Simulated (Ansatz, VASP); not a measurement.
## Rh: VASP beside Ansatz

File INCAR:

```
ALGO = Normal
EDIFF = 1E-7
ENCUT = 520
GGA = PS
ISIF = 2
ISMEAR = 0
LASPH = T
LCHARG = F
LREAL = F
LWAVE = F
NBANDS = 22
NELM = 80
PREC = Accurate
SIGMA = 0.15
```

KPOINTS

```
k-points
0
Gamma
  12 12 8
```

File POSCAR:

```
Rh
1.0
    2.6887360847      0.0000000000      0.0000000000
   -1.3443680423      2.3285137534      0.0000000000
    0.0000000000      0.0000000000      4.3290202440
Rh
2
Direct
    0.6666666667      0.3333333333      0.7500000000
    0.3333333333      0.6666666667      0.2500000000
```

Input for Ansatz:

```yaml
crystal:
  lattice:
    - [2.6887360847, 0.0, 0.0]
    - [-1.3443680423, 2.3285137534, 0.0]
    - [0.0, 0.0, 4.329020244]
  atoms:
    - { symbol: Rh, position: [0.6666666667, 0.3333333333, 0.75] }
    - { symbol: Rh, position: [0.3333333333, 0.6666666667, 0.25] }
basis:
  ecutwfc: 420
kpoints:
  mp_grid: { grid: [12, 12, 8] }
hamiltonian:
  xc: pbesol
scf:
  occupations: { method: gaussian, width: 0.15 }
output:
  forces: true
  stress: true
  eigenvalues: true
```

Alike in both runs: task single point; functional PBEsol; k mesh 12 × 12 × 8; occupations gaussian, width 0.15 eV; no spin polarisation.

```csv
,VASP,Ansatz
version,VASP 6.6.1,Ansatz 0.2.0
potentials or method,"VASP PAW PBE potentials, release 64 (Rh_pv), cutoff 520 eV","scalar-relativistic, plane waves, PAW"
valence electrons in the cell,30,34
```

|  | VASP | Ansatz | Ansatz less VASP |
| --- | --- | --- | --- |
| gap on the k mesh at the Fermi level (eV) | none | none | - |
| pressure (GPa) | 0.1 | 0.1 | +0.07 |
| traceless stress, the component that is largest in VASP (GPa) | 0.56 | 0.55 | -0.005 |

VASP's potentials were made for PBE, not for PBEsol. A gap of «none» marks a metal or a gap that the smearing closes. With one functional, cell and mesh, what is left measures potentials, basis and numerics. VASP's potentials hold 30 valence electrons a cell and Ansatz's 34, so a difference there can come from the potentials and not from the codes.
